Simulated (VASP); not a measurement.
Crystal: Cd2TeO.

```
CELL_PARAMETERS angstrom
4.20513 0.00000 0.00000
0.00000 4.20513 0.00000
0.00000 0.00000 5.40071
ATOMIC_POSITIONS crystal
O 0.00000 0.00000 0.00000
Cd 0.00000 0.50000 0.83989
Cd 0.50000 0.00000 0.16011
Te 0.50000 0.50000 0.50000
```

Base run:

| Property | Result |
| --- | --- |
| Program | VASP 6.6.1 |
| Functional | PBE |
| Potentials or basis | VASP PAW PBE potentials, release 64 (O, Cd, Te) |
| Cutoff | 520 eV |
| k mesh | 6 × 6 × 6 |
| Occupations | fermi-dirac, width 0.02 eV |
| Spin | no spin polarisation |

Its results: band gap on the k mesh zero (band 18 reaches 2.44 eV, above the bottom of band 19 at 2.28 eV); pressure 2.4 GPa; largest force 0.130 eV/Å.

**Question.** The run is repeated on the same cell with these changes: functional from PBE to r2SCAN; k mesh from 6 × 6 × 6 to 6 × 6 × 4. What comes out?

**Answer.** Band gap on the k mesh zero (band 18 reaches 2.21 eV, above the bottom of band 19 at 2.04 eV); pressure 0.5 GPa; largest force 0.049 eV/Å.

Several settings changed at once, so the effect can't be laid on one alone.

Caveats: spin-orbit coupling is left out, which moves the levels of the heavy elements; the PAW data sets were made with another functional, which shifts forces and pressure a little (some runs).
